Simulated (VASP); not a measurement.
# HfC (Fm-3m) in VASP: further runs

The runs below take HfC through single point, relaxation of cell and atoms, with PBE.

Program: VASP 6.6.1. These are calculated values, not measurements. Logs are shortened: lines on timing, memory, paths and dates and some standing lists are left out, and cuts for length are marked.

## Step 1: The cell of the first run

It takes space group Fm-3m (No. 225, cubic). The conventional cell has a = 4.652 Å, b = 4.652 Å, c = 4.652 Å, α = 90.00°, β = 90.00°, γ = 90.00°. Hf (site symmetry m-3m) has 6 C at 2.33 Å within 3.1 Å. C (site symmetry m-3m) has 6 Hf at 2.33 Å within 3.1 Å.

## Step 2: Single point, PBE

INCAR reads:

```
ALGO     = Normal         # electronic algorithm
EDIFF    = 1E-6           # SCF threshold, eV
ENCUT    = 520            # plane-wave cutoff, eV
GGA      = PE             # functional
ISIF     = 2              # what is computed and relaxed
ISMEAR   = -1             # smearing method
LASPH    = True           # aspherical terms in the spheres
LCHARG   = False          # write CHGCAR
LREAL    = False          # projectors in reciprocal space
LWAVE    = False          # write WAVECAR
NBANDS   = 14             # bands
NELM     = 100            # most SCF steps
PREC     = Accurate       # precision mode
SIGMA    = 0.05           # smearing width, eV
```

KPOINTS reads:

```
k-points
0
Gamma
  10 10 10
```

POSCAR reads:

```
HfC
1.0
    0.0000000000      2.3259404812      2.3259404812
    2.3259404812      0.0000000000      2.3259404812
    2.3259404812      2.3259404812      0.0000000000
Hf C
1 1
Direct
    0.5000000000      0.5000000000      0.5000000000
    0.0000000000      0.0000000000      0.0000000000
```

Potentials or basis: VASP PAW PBE potentials, release 64 (Hf_pv, C).

On the command line:

```
cat potpaw_PBE.64/Hf_pv/POTCAR potpaw_PBE.64/C/POTCAR > POTCAR
mpirun -np 1 vasp_std > vasp.out
```

OUTCAR:

```text
EDIFF = 1E-6
   ENCUT = 520
   GGA = PE
   ISIF = 2
   ISMEAR = -1
   LASPH = True
   LREAL = False
   NELM = 100
   PREC = Accurate

 ion  position               nearest neighbor table
   1  0.500  0.500  0.500-   2 2.33   2 2.33   2 2.33   2 2.33   2 2.33   2 2.33
   2  0.000  0.000  0.000-   1 2.33   1 2.33   1 2.33   1 2.33   1 2.33   1 2.33

  LATTYP: Found a face centered cubic cell.
 ALAT       =     4.6518809624

  Lattice vectors:

 A1 = (   0.0000000000,   2.3259404812,   2.3259404812)
 A2 = (   2.3259404812,   0.0000000000,   2.3259404812)
 A3 = (   2.3259404812,   2.3259404812,   0.0000000000)

Analysis of symmetry for initial positions (statically):
=====================================================================
 Subroutine PRICEL returns:
 Original cell was already a primitive cell.

 Routine SETGRP: Setting up the symmetry group for a
 face centered cubic supercell.

 Subroutine GETGRP returns: Found 48 space group operations
 (whereof 48 operations were pure point group operations)
 out of a pool of 48 trial point group operations.

The static configuration has the point symmetry O_h .

Analysis of symmetry for dynamics (positions and initial velocities):
=====================================================================
 Subroutine PRICEL returns:
 Original cell was already a primitive cell.

 Routine SETGRP: Setting up the symmetry group for a
 face centered cubic supercell.

 Subroutine GETGRP returns: Found 48 space group operations
 (whereof 48 operations were pure point group operations)
 out of a pool of 48 trial point group operations.

The dynamic configuration has the point symmetry O_h .

 Subroutine INISYM returns: Found 48 space group operations
 (whereof 48 operations are pure point group operations),
 and found     1 'primitive' translations

----------------------------------------------------------------------------------------

                                     Primitive cell

  volume of cell :      25.1667

  direct lattice vectors                    reciprocal lattice vectors
     0.000000000  2.325940481  2.325940481    -0.214966808  0.214966808  0.214966808
     2.325940481  0.000000000  2.325940481     0.214966808 -0.214966808  0.214966808
     2.325940481  2.325940481  0.000000000     0.214966808  0.214966808 -0.214966808

  length of vectors
     3.289376574  3.289376574  3.289376574     0.372333433  0.372333433  0.372333433

  position of ions in fractional coordinates (direct lattice)
     0.500000000  0.500000000  0.500000000
     0.000000000  0.000000000  0.000000000

  ion indices of the primitive-cell ions
   primitive index   ion index
                 1           1
                 2           2

----------------------------------------------------------------------------------------

 KPOINTS: k-points

Automatic generation of k-mesh.
 Grid dimensions read from file:
 generate k-points for:   10   10   10

 Generating k-lattice:

  Cartesian coordinates                     Fractional coordinates (reciprocal lattice)
    -0.021496681  0.021496681  0.021496681     0.100000000  0.000000000  0.000000000
     0.021496681 -0.021496681  0.021496681     0.000000000  0.100000000  0.000000000
     0.021496681  0.021496681 -0.021496681     0.000000000  0.000000000  0.100000000

  Length of vectors
     0.037233343  0.037233343  0.037233343

  Shift w.r.t. Gamma in fractional coordinates (k-lattice)
     0.000000000  0.000000000  0.000000000

 Subroutine IBZKPT returns following result:
 ===========================================

 Found     47 irreducible k-points:

 Following reciprocal coordinates:
            Coordinates               Weight
  0.000000  0.000000  0.000000      1.000000
  0.100000  0.000000  0.000000      8.000000
  0.200000  0.000000  0.000000      8.000000
  0.300000  0.000000  0.000000      8.000000
  0.400000  0.000000  0.000000      8.000000
  0.500000  0.000000  0.000000      4.000000
[... 16 lines left out ...]
  0.300000  0.300000  0.000000      6.000000
  0.400000  0.300000  0.000000     24.000000
 [... further k-points ...]
   k-points           NKPTS =     47   k-points in BZ     NKDIM =     47   number of bands    NBANDS=     14
   number of dos      NEDOS =    301   number of ions     NIONS =      2
   total plane-waves  NPLWV =  13824
   dimension x,y,z NGX =    24 NGY =   24 NGZ =   24
   dimension x,y,z NGXF=    48 NGYF=   48 NGZF=   48
   ions per type =               1   1
   NGX,Y,Z   is equivalent  to a cutoff of  12.13, 12.13, 12.13 a.u.
   NGXF,Y,Z  is equivalent  to a cutoff of  24.26, 24.26, 24.26 a.u.
 SYSTEM =  unknown system
   PREC   = accura    normal or accurate (medium, high low for compatibility)
   ISTART =      0    job   : 0-new  1-cont  2-samecut
   ICHARG =      2    charge: 1-file 2-atom 10-const
   ISPIN  =      1    spin polarized calculation?
   LNONCOLLINEAR =      F non collinear calculations
   LSORBIT =      F    spin-orbit coupling
   LASPH  =      T    aspherical Exc in radial PAW
   ENCUT  =  520.0 eV  38.22 Ry    6.18 a.u.   6.12  6.12  6.12*2*pi/ulx,y,z
   NELM   =    100;   NELMIN=  2; NELMDL= -5     # of ELM steps
   EDIFF  = 0.1E-05   stopping-criterion for ELM
   LREAL  =      F    real-space projection
   EDIFFG = 0.1E-04   stopping-criterion for IOM
   NSW    =      0    number of steps for IOM
   IBRION =     -1    ionic relax: 0-MD 1-quasi-New 2-CG
   NFREE  =      0    steps in history (QN), initial steepest desc. (CG)
   ISIF   =      2    stress and relaxation
   ISYM   =      2    0-nonsym 1-usesym 2-fastsym
   POTIM  = 0.5000    time-step for ionic-motion
   TEBEG  =    0.0;   TEEND  =   0.0 temperature during run
   PSTRESS=    0.0 pullay stress
   NELECT =      14.0000    total number of electrons
   NUPDOWN=      -1.0000    fix difference up-down
   EMIN   =  10.00;   EMAX   =-10.00  energy-range for DOS
   EFERMI =   0.00;   METHOD = LEGACY
   ISMEAR =    -1;   SIGMA  =   0.05  broadening in eV -4-tet -1-fermi 0-gaus
   EFERMI_NEDOS =   21; number of points for ismear=-14 and -15
   IALGO  =     38    algorithm
   IMIX   =      4    mixing-type and parameters
     AMIX     =   0.40;   BMIX     =  1.00
     AMIX_MAG =   1.60;   BMIX_MAG =  1.00
  volume/ion in A,a.u.               =      12.58        84.92
  Fermi-wavevector in a.u.,A,eV,Ry     =   1.346405  2.544336 24.664713  1.812805
  Thomas-Fermi vector in A             =   2.474239
   LORBIT       =      0    0 simple, 1 ext, 2 COOP (PROOUT), +10 PAW based schemes
   GGA     = PE    functional components
[... 5 lines left out ...]
 non-spin polarized calculation
  energy-cutoff  :      520.00
  volume of cell :       25.17
 maximum number of plane-waves:       700
   NGX = 13   NGY = 13   NGZ = 13

 number of electron      14.0000000 magnetization

 Free energy of the ion-electron system (eV)
  ---------------------------------------------------
  ext. energy  EPLUGINS =         0.00000000
  ---------------------------------------------------
  free energy    TOTEN  =       -21.04415506 eV

  energy without entropy =      -21.04134665  energy(sigma->0) =      -21.04275085

 E-fermi :   5.9732     XC(G=0): -12.2793

 val. band max:        5.9586066186   @ k =   0.1000   0.0000   0.0000
 cond. band min:       6.0974966379   @ k =   0.1000   0.1000   0.0000
 fundamental gap:      0.1388900192
 Fermi energy:         5.9731736398

 k-point     1 :       0.0000    0.0000    0.0000
  band No.  band energies     occupation
      1     -23.6339      2.00000
      2     -23.6339      2.00000
      3     -23.6339      2.00000
      4      -6.3592      2.00000
      5       6.9431      0.00000
      6       6.9431      0.00000
      7       6.9431      0.00000
      8       7.3350      0.00000
      9       7.3350      0.00000
     10       7.3350      0.00000
     11       9.3309      0.00000
     12       9.3309      0.00000
     13      12.7577      0.00000
     14      16.9413      0.00000

 k-point     2 :       0.1000    0.0000    0.0000
  band No.  band energies     occupation
      1     -23.7023      2.00000
      2     -23.6405      2.00000
      3     -23.6405      2.00000
      4      -6.1102      2.00000
      5       5.5763      1.99929
      6       5.9586      1.14465
      7       5.9586      1.14465
      8       7.7417      0.00000
      9       7.7417      0.00000
     10       8.0998      0.00000
     11      10.4270      0.00000
     12      10.4270      0.00000
     13      13.3079      0.00000
     14      17.6336      0.00000

 k-point     3 :       0.2000    0.0000    0.0000
  band No.  band energies     occupation
      1     -23.8766      2.00000
      2     -23.6577      2.00000
      3     -23.6577      2.00000
      4      -5.4132      2.00000
      5       3.7943      2.00000
      6       4.7226      2.00000
      7       4.7226      2.00000
      8       8.4821      0.00000
      9       8.4821      0.00000
     10       8.6363      0.00000
     11      12.4115      0.00000
     12      12.4115      0.00000
     13      14.4594      0.00000
     14      19.2505      0.00000

 k-point     4 :       0.3000    0.0000    0.0000
  band No.  band energies     occupation
      1     -24.0838      2.00000
      2     -23.6788      2.00000
      3     -23.6788      2.00000
      4      -4.4018      2.00000
      5       2.0704      2.00000
      6       3.7629      2.00000
      7       3.7629      2.00000
      8       9.3122      0.00000
      9       9.5554      0.00000
     10       9.5554      0.00000
     11      14.5175      0.00000
     12      14.5175      0.00000
     13      15.0910      0.00000
     14      19.6599      0.00000

 k-point     5 :       0.4000    0.0000    0.0000
  band No.  band energies     occupation
      1     -24.2453      2.00000
      2     -23.6958      2.00000
      3     -23.6958      2.00000
      4      -3.2849      2.00000
      5       0.5836      2.00000
      6       3.1683      2.00000
      7       3.1683      2.00000
      8      10.4245      0.00000
      9      10.6945      0.00000
     10      10.6945      0.00000
     11      14.0240      0.00000
[... 276 lines left out ...]
 k-point    22 :      -0.2000    0.2000    0.0000
  band No.  band energies     occupation
      1     -24.0465      2.00000
      2     -23.8105      2.00000
      3     -23.6717      2.00000
      4      -4.2210      2.00000
      5       1.9433      2.00000
      6       3.5498      2.00000
      7       3.8709      2.00000
      8       8.8958      0.00000
      9       9.9733      0.00000
     10      11.0954      0.00000
     11      11.8805      0.00000
     12      15.5395      0.00000
     13      16.1978      0.00000
     14      19.6789      0.00000

 k-point    23 :       0.3000    0.3000    0.0000
  band No.  band energies     occupation
      1     -24.0381      2.00000
      2     -23.7853      2.00000
      3     -23.7853      2.00000
      4      -4.5437      2.00000
      5       2.1518      2.00000
      6       5.0054      2.00000
      7       5.5373      1.99967
      8       5.5373      1.99967
      9      10.4882      0.00000
     10      11.9426      0.00000
     11      11.9426      0.00000
     12      13.3068      0.00000
     13      18.2604      0.00000
     14      19.6202      0.00000

 k-point    24 :       0.4000    0.3000    0.0000
  band No.  band energies     occupation
      1     -24.1215      2.00000
      2     -23.8300      2.00000
      3     -23.8095      2.00000
      4      -4.2773      2.00000
      5       2.2304      2.00000
      6       4.1465      2.00000
      7       5.2326      2.00000
      8       6.1566      0.04977
      9      11.3010      0.00000
     10      12.3180      0.00000
     11      12.4470      0.00000
     12      14.2045      0.00000
     13      17.5117      0.00000
     14      18.5910      0.00000

 [... further k-points ...]
[... 5 lines left out ...]
  --------------------------------------------------------------------------------------
  -------------------------------------------------------------------------------------
  Total       -0.1116225     -0.1116225     -0.1116225      0.0000000      0.0000000      0.0000000
  in kB       -7.1061871     -7.1061871     -7.1061871      0.0000000      0.0000000      0.0000000
  external PRESSURE =      -7.1061871 kB  Pullay stress =       0.0000000 kB

 VOLUME and BASIS-vectors are now :
 -----------------------------------------------------------------------------
  energy-cutoff  :      520.00
  volume of cell :       25.17
      direct lattice vectors                 reciprocal lattice vectors
     0.000000000  2.325940481  2.325940481    -0.214966808  0.214966808  0.214966808
     2.325940481  0.000000000  2.325940481     0.214966808 -0.214966808  0.214966808
     2.325940481  2.325940481  0.000000000     0.214966808  0.214966808 -0.214966808

 POSITION                                       TOTAL-FORCE (eV/Angst)
 -----------------------------------------------------------------------------------
      2.32594      2.32594      2.32594        -0.000000     -0.000000      0.000000
      0.00000      0.00000      0.00000         0.000000      0.000000     -0.000000
 -----------------------------------------------------------------------------------
    total drift:                                0.000000     -0.000000      0.000000

  FREE ENERGIE OF THE ION-ELECTRON SYSTEM (eV)
  ---------------------------------------------------
  free  energy   TOTEN  =       -21.0441550564 eV

  energy  without entropy=      -21.0413466477  energy(sigma->0) =      -21.04275085
```

It took 15 s on 1 thread of Intel Xeon Platinum 8259CL at 2.50GHz (Skylake/Cascade Lake), shared host; peak memory 0.15 GiB.

Results:

```
Free energy            : -21.0442 eV
Pressure               : -0.7 GPa
Band gap on the k mesh : zero (band 7 reaches 6.94 eV, above the bottom of band 8 at 5.54 eV)
```

Caveat: spin-orbit coupling is left out, which moves the levels of the heavy elements.

## Step 3: Single point, PBE

This run uses another cell than the first one, of 12.48 Å³/atom, 0.992 times its volume.

INCAR reads:

```
SYSTEM = HfC
PREC = Accurate
ENCUT = 520
EDIFF = 1E-7
ISMEAR = -1
SIGMA = 0.05
LREAL = .False.
LASPH = .True.
NELM = 60
ALGO = Normal
ISIF = 2
LWAVE = .False.
LCHARG = .False.
GGA = PE
NBANDS = 14
```

KPOINTS reads:

```
Automatic mesh
0
Gamma
  10 10 10
  0 0 0
```

POSCAR reads:

```
HfC
1.0
    0.0000000000      2.3194643839      2.3194643839
    2.3194643839      0.0000000000      2.3194643839
    2.3194643839      2.3194643839      0.0000000000
Hf C
1 1
Direct
    0.5000000000      0.5000000000      0.5000000000
    0.0000000000      0.0000000000      0.0000000000
```

Potentials or basis: VASP PAW PBE potentials, release 64 (Hf_pv, C).

On the command line:

```
cat potpaw_PBE.64/Hf_pv/POTCAR potpaw_PBE.64/C/POTCAR > POTCAR
mpirun -np 1 vasp_std > vasp.out
```

It took 11 s on 1 thread of Intel Xeon Platinum 8259CL at 2.50GHz (Skylake/Cascade Lake), shared host; peak memory 0.15 GiB.

It converged, with:

* Free energy: -21.0437 eV
* Pressure: 1.3 GPa
* Band gap on the k mesh: zero (band 7 reaches 7.01 eV, above the bottom of band 8 at 5.60 eV)

Levels at points of the mesh, in eV from the Fermi level:
```tsv
k point	band 5	band 6	band 7	band 8	band 9	band 10
(0.00, 0.00, 0.00)	0.98	0.98	0.98	1.37	1.37	1.37
(0.50, 0.00, 0.00)	-6.20	-3.03	-3.03	5.33	5.33	5.80
(0.50, 0.50, 0.00)	-2.61	-1.82	-0.12	-0.12	5.32	6.77
```

Caveat: spin-orbit coupling is left out, which moves the levels of the heavy elements.

(Part 1 of 3 ends here.)
